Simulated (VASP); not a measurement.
# Sm3H2 (Pm-3m) in VASP: further runs, part 2 of 3

VASP 6.6.1.

## 3. Single point, PBE

This run uses another cell than the first one, of 22.41 Å³/atom.

Input file INCAR:

```
PREC     = Accurate       # precision mode
ENCUT    = 500            # plane-wave cutoff, eV
EDIFF    = 1E-6           # SCF threshold, eV
ISMEAR   = 0              # smearing method
SIGMA    = 0.1            # smearing width, eV
LREAL    = F              # projectors in reciprocal space
LASPH    = T              # aspherical terms in the spheres
NELM     = 200            # most SCF steps
ALGO     = Normal         # electronic algorithm
ISIF     = 2              # what is computed and relaxed
LWAVE    = F              # write WAVECAR
LCHARG   = F              # write CHGCAR
GGA      = PE             # functional
NBANDS   = 26             # bands
GGA_COMPAT= F            
LMAXMIX  = 6              # l up to which the mixer works
```

Input file KPOINTS:

```
regular mesh
0
Gamma
  4 4 4
```

Input file POSCAR:

```
Sm3H2
1.0
    4.8207145612      0.0000000000      0.0000000000
    0.0000000000      4.8207145612      0.0000000000
    0.0000000000      0.0000000000      4.8207145612
Sm H
3 2
Direct
    0.0000000000      0.5000000000      0.5000000000
    0.5000000000      0.0000000000      0.5000000000
    0.5000000000      0.5000000000      0.0000000000
    0.5000000000      0.5000000000      0.5000000000
    0.0000000000      0.0000000000      0.0000000000
```

Potentials or basis: VASP PAW PBE potentials, release 64 (Sm_3, H), 4f in core.

The run is started by

```console
cat potpaw_PBE.64/Sm_3/POTCAR potpaw_PBE.64/H/POTCAR > POTCAR
mpirun -np 1 vasp_std > vasp.out
```

OUTCAR:

```text
PREC = Accurate
   ENCUT = 500
   EDIFF = 1E-6
   ISMEAR = 0
   LREAL = F
   LASPH = T
   NELM = 200
   ISIF = 2
   GGA = PE

 ion  position               nearest neighbor table
   1  0.000  0.500  0.500-   2 3.41   3 3.41   3 3.41   2 3.41   2 3.41   3 3.41   3 3.41   2 3.41

   2  0.500  0.000  0.500-   1 3.41   3 3.41   3 3.41   1 3.41   3 3.41   3 3.41   1 3.41   1 3.41

   3  0.500  0.500  0.000-   1 3.41   2 3.41   1 3.41   2 3.41   2 3.41   2 3.41   1 3.41   1 3.41

   4  0.500  0.500  0.500-
   5  0.000  0.000  0.000-

  LATTYP: Found a simple cubic cell.
 ALAT       =     4.8207145612

  Lattice vectors:

 A1 = (   4.8207145612,   0.0000000000,   0.0000000000)
 A2 = (   0.0000000000,   4.8207145612,   0.0000000000)
 A3 = (   0.0000000000,   0.0000000000,   4.8207145612)

Analysis of symmetry for initial positions (statically):
=====================================================================
 Subroutine PRICEL returns:
 Original cell was already a primitive cell.

 Routine SETGRP: Setting up the symmetry group for a
 simple cubic supercell.

 Subroutine GETGRP returns: Found 48 space group operations
 (whereof 48 operations were pure point group operations)
 out of a pool of 48 trial point group operations.

The static configuration has the point symmetry O_h .

Analysis of symmetry for dynamics (positions and initial velocities):
=====================================================================
 Subroutine PRICEL returns:
 Original cell was already a primitive cell.

 Routine SETGRP: Setting up the symmetry group for a
 simple cubic supercell.

 Subroutine GETGRP returns: Found 48 space group operations
 (whereof 48 operations were pure point group operations)
[... 109 lines left out ...]
   EFERMI_NEDOS =   21; number of points for ismear=-14 and -15
   IALGO  =     38    algorithm
   IMIX   =      4    mixing-type and parameters
     AMIX     =   0.40;   BMIX     =  1.00
     AMIX_MAG =   1.60;   BMIX_MAG =  1.00
  volume/ion in A,a.u.               =      22.41       151.20
  Fermi-wavevector in a.u.,A,eV,Ry     =   1.110843  2.099189 16.789217  1.233973
  Thomas-Fermi vector in A             =   2.247399
   LORBIT       =      0    0 simple, 1 ext, 2 COOP (PROOUT), +10 PAW based schemes
   GGA     = PE    functional components
   LHFCALC =     F    Hartree Fock is set to
   AEXX    =    0.0000 exact exchange contribution
   IVDW    =     0    specifies the selected vdW correction
   LEPSILON=     F    determine dielectric tensor
   LRPA    =     F    only Hartree local field effects (RPA)
 non-spin polarized calculation
 Gauss-broadening in eV      SIGMA  =   0.10
  energy-cutoff  :      500.00
  volume of cell :      112.03
 maximum number of plane-waves:      2897
 NGX is ok and might be reduce to    36
   NGX = 17   NGY = 17   NGZ = 17

 number of electron      34.9999999 magnetization

 Free energy of the ion-electron system (eV)
  ---------------------------------------------------
  ext. energy  EPLUGINS =         0.00000000
  ---------------------------------------------------
  free energy    TOTEN  =       -19.11728428 eV

  energy without entropy =      -19.10277461  energy(sigma->0) =      -19.11002944

 E-fermi :   2.8204     XC(G=0):  -9.5382

 val. band max:        2.7568222024   @ k =   0.2500   0.2500   0.0000
 cond. band min:       2.8376965680   @ k =   0.5000   0.5000   0.0000
 fundamental gap:      0.0808743656
 Fermi energy:         2.8203727296

 k-point     1 :       0.0000    0.0000    0.0000
  band No.  band energies     occupation
      1     -38.4220      2.00000
      2     -38.2237      2.00000
      3     -38.2237      2.00000
      4     -18.3071      2.00000
      5     -18.3071      2.00000
      6     -18.3071      2.00000
[... 279 lines left out ...]
     25       5.4758      0.00000
     26       5.4758      0.00000

------------------------ aborting loop because EDIFF is reached ----------------------------------------

  FORCE on cell =-STRESS in cart. coord.  units (eV):
  Direction    XX          YY          ZZ          XY          YZ          ZX
  --------------------------------------------------------------------------------------
  -------------------------------------------------------------------------------------
  Total        0.1540435      0.1540435      0.1540435     -0.0000000     -0.0000000      0.0000000
  in kB        2.2030259      2.2030259      2.2030259     -0.0000000     -0.0000000      0.0000000
  external PRESSURE =       2.2030259 kB  Pullay stress =       0.0000000 kB

 VOLUME and BASIS-vectors are now :
 -----------------------------------------------------------------------------
  energy-cutoff  :      500.00
  volume of cell :      112.03
      direct lattice vectors                 reciprocal lattice vectors
     4.820714561  0.000000000  0.000000000     0.207438127  0.000000000  0.000000000
     0.000000000  4.820714561  0.000000000     0.000000000  0.207438127  0.000000000
     0.000000000  0.000000000  4.820714561     0.000000000  0.000000000  0.207438127

 POSITION                                       TOTAL-FORCE (eV/Angst)
 -----------------------------------------------------------------------------------
      0.00000      2.41036      2.41036         0.000000      0.000000      0.000000
      2.41036      0.00000      2.41036         0.000000      0.000000      0.000000
      2.41036      2.41036      0.00000         0.000000      0.000000      0.000000
      2.41036      2.41036      2.41036         0.000000      0.000000      0.000000
      0.00000      0.00000      0.00000         0.000000      0.000000      0.000000
 -----------------------------------------------------------------------------------
    total drift:                                0.000000      0.000000      0.000000

  FREE ENERGIE OF THE ION-ELECTRON SYSTEM (eV)
  ---------------------------------------------------
  free  energy   TOTEN  =       -19.1172842786 eV

  energy  without entropy=      -19.1027746071  energy(sigma->0) =      -19.11002944
```

Run time: 21 s. Hardware: 1 thread of AMD EPYC 9R45 (Zen 5), shared host; peak memory 0.18 GiB.

Results:

```
Free energy            : -19.1173 eV
Pressure               : 0.2 GPa
Band gap on the k mesh : zero (an odd number of electrons rules out a gap without spin polarisation)
```

Levels at points of the mesh, in eV from the Fermi level:
```csv
k point,band 14,band 15,band 16,band 17,band 18,band 19,band 20,band 21
"(0.00, 0.00, 0.00)",-4.72,-1.10,-1.10,-0.99,-0.99,-0.99,1.29,3.29
"(0.50, 0.00, 0.00)",-3.72,-1.95,-0.59,0.21,0.21,0.60,1.30,1.30
"(0.50, 0.50, 0.00)",-3.38,-1.22,-1.22,0.02,0.22,0.22,0.23,1.48
"(0.50, 0.50, 0.50)",-3.49,-1.83,-1.83,-1.83,1.28,1.28,1.28,1.92
```

Caveat: spin-orbit coupling is left out, which moves the levels of the heavy elements; the 4f electrons are frozen in the core, so they carry no moment and show no levels. Spin polarisation is off, so any magnetic state and its effect on volume and gap are missing.

## 4. Relaxation of cell and atoms, PBE

Input file INCAR:

```
SYSTEM = Sm3H2
ALGO = Normal ; EDIFF = 1E-7
EDIFFG = -0.04 ; ENCUT = 500
GGA = PE ; GGA_COMPAT = .FALSE.
IBRION = 2 ; ISIF = 3
ISMEAR = 0 ; LASPH = .TRUE.
LCHARG = .FALSE. ; LMAXMIX = 6
LREAL = .FALSE. ; LWAVE = .FALSE.
NELM = 200 ; NELMIN = 4
NSW = 90 ; PREC = Accurate
SIGMA = 0.1
```

Input file KPOINTS:

```
k-points
0
G
  4 4 4
  0 0 0
```

Changes to POSCAR since step 3:

```diff
@@ -2,5 +2,5 @@
 1.0
-    4.8207145612      0.0000000000      0.0000000000
-    0.0000000000      4.8207145612      0.0000000000
-    0.0000000000      0.0000000000      4.8207145612
+    4.7916395300      0.0000000000      0.0000000000
+    0.0000000000      4.7916395300      0.0000000000
+    0.0000000000      0.0000000000      4.7916395300
 Sm H
```

Potentials or basis: VASP PAW PBE potentials, release 64 (Sm_3, H), 4f in core.

The run is started by

```console
cat potpaw_PBE.64/Sm_3/POTCAR potpaw_PBE.64/H/POTCAR > POTCAR
mpirun -np 1 vasp_std > vasp.out
```

OUTCAR:

```text
SYSTEM = Sm3H2
   EDIFF = 1E-7
   EDIFFG = -0.04
   ENCUT = 500
   GGA = PE
   IBRION = 2
   ISIF = 3
   ISMEAR = 0
   LASPH = .TRUE.
   LREAL = .FALSE.
   NELM = 200
   NELMIN = 4
   NSW = 90
   PREC = Accurate

 ion  position               nearest neighbor table
   1  0.000  0.500  0.500-   2 3.39   3 3.39   3 3.39   2 3.39   2 3.39   3 3.39   3 3.39   2 3.39

   2  0.500  0.000  0.500-   1 3.39   3 3.39   3 3.39   1 3.39   3 3.39   3 3.39   1 3.39   1 3.39
[... 482 lines left out ...]
  --------------------------------------------------------------------------------------
  -------------------------------------------------------------------------------------
  Total        0.1317016      0.1317016      0.1317016     -0.0000000      0.0000000     -0.0000000
  in kB        1.8821313      1.8821313      1.8821313     -0.0000000      0.0000000     -0.0000000
  external PRESSURE =       1.8821313 kB  Pullay stress =       0.0000000 kB

 VOLUME and BASIS-vectors are now :
 -----------------------------------------------------------------------------
  energy-cutoff  :      500.00
  volume of cell :      112.11
      direct lattice vectors                 reciprocal lattice vectors
     4.821888798 -0.000000000 -0.000000000     0.207387611  0.000000000 -0.000000000
    -0.000000000  4.821888798 -0.000000000     0.000000000  0.207387611 -0.000000000
     0.000000000  0.000000000  4.821888798     0.000000000  0.000000000  0.207387611

 POSITION                                       TOTAL-FORCE (eV/Angst)
 -----------------------------------------------------------------------------------
      0.00000      2.41094      2.41094        -0.000000      0.000000      0.000000
      2.41094     -0.00000      2.41094         0.000000      0.000000      0.000000
      2.41094      2.41094     -0.00000         0.000000      0.000000      0.000000
      2.41094      2.41094      2.41094         0.000000      0.000000      0.000000
      0.00000      0.00000      0.00000         0.000000      0.000000      0.000000
 -----------------------------------------------------------------------------------
    total drift:                                0.000000      0.000000      0.000000

  FREE ENERGIE OF THE ION-ELECTRON SYSTEM (eV)
  ---------------------------------------------------
  free  energy   TOTEN  =       -19.1168278900 eV

  energy  without entropy=      -19.1022895065  energy(sigma->0) =      -19.10955870

 reached required accuracy - stopping structural energy minimisation
```

OSZICAR:

```text
N       E                     dE             d eps       ncg     rms          rms(c)
DAV:   1     0.320825150233E+03    0.32083E+03   -0.16779E+04   420   0.144E+03
DAV:   2    -0.101952050346E+02   -0.33102E+03   -0.32725E+03   465   0.396E+02
DAV:   3    -0.198352470507E+02   -0.96400E+01   -0.93854E+01   550   0.605E+01
[... 19 lines left out ...]
DAV:   7    -0.191168294731E+02   -0.13944E-05   -0.62163E-06   488   0.164E-02    0.192E-03
DAV:   8    -0.191168275681E+02    0.19050E-05   -0.35588E-07   413   0.355E-03    0.122E-03
DAV:   9    -0.191168280506E+02   -0.48253E-06   -0.12109E-07   365   0.231E-03    0.163E-04
DAV:  10    -0.191168278670E+02    0.18364E-06   -0.73003E-09   270   0.648E-04    0.124E-04
DAV:  11    -0.191168278900E+02   -0.23088E-07   -0.19570E-09   270   0.348E-04
   2 F= -.19116828E+02 E0= -.19109559E+02  d E =-.738095E-02
```

CONTCAR:

```text
Sm3H2
   1.00000000000000
     4.8218887979669924   -0.0000000000000000   -0.0000000000000000
    -0.0000000000000000    4.8218887979669924   -0.0000000000000000
     0.0000000000000000    0.0000000000000000    4.8218887979669924
  Sm              H
     3     2
Direct
     0.0000000000000000    0.5000000000000000    0.5000000000000000
     0.5000000000000000    0.0000000000000000    0.5000000000000000
     0.5000000000000000    0.5000000000000000    0.0000000000000000
     0.5000000000000000    0.5000000000000000    0.5000000000000000
     0.0000000000000000    0.0000000000000000    0.0000000000000000

  0.00000000E+00  0.00000000E+00  0.00000000E+00
  0.00000000E+00  0.00000000E+00  0.00000000E+00
  0.00000000E+00  0.00000000E+00  0.00000000E+00
  0.00000000E+00  0.00000000E+00  0.00000000E+00
  0.00000000E+00  0.00000000E+00  0.00000000E+00
```

Wall time 34 s (1 thread of AMD EPYC 9R45 (Zen 5), shared host); peak memory 0.19 GiB.

Results:

```yaml
Free_energy: -19.1168 eV
Relaxed_volume: 22.42 Å³/atom
Relaxed_cell: a = 4.822 Å, b = 4.822 Å, c = 4.822 Å, α = 90.00°, β = 90.00°, γ = 90.00°
Space_group_after_relaxing_to_0.1_Å: Pm-3m (No. 221)
Energy_gained_by_relaxing: 1.5 meV/atom
Ionic_steps: 2
Pressure_after_relaxing: 0.2 GPa
Band_gap_on_the_k_mesh: zero (an odd number of electrons rules out a gap without spin polarisation)
```

Step by step:
```tsv
step	energy change (eV)	largest force (eV/Å)	pressure (GPa)	volume (Å³)
1	0.0000	0.0000	0.95	110.02
2	-0.0074	0.0000	0.19	112.11
```

Final structure:
```
Sm H
1.0
     4.82189    0.00000    0.00000
     0.00000    4.82189    0.00000
     0.00000    0.00000    4.82189
Sm H
3 2
Direct
  0.00000 0.50000 0.50000
  0.50000 0.00000 0.50000
  0.50000 0.50000 0.00000
  0.50000 0.50000 0.50000
  0.00000 0.00000 0.00000
```

Caveat: spin-orbit coupling is left out, which moves the levels of the heavy elements; the 4f electrons are frozen in the core, so they carry no moment and show no levels.

(Continued in part 3 of 3.)
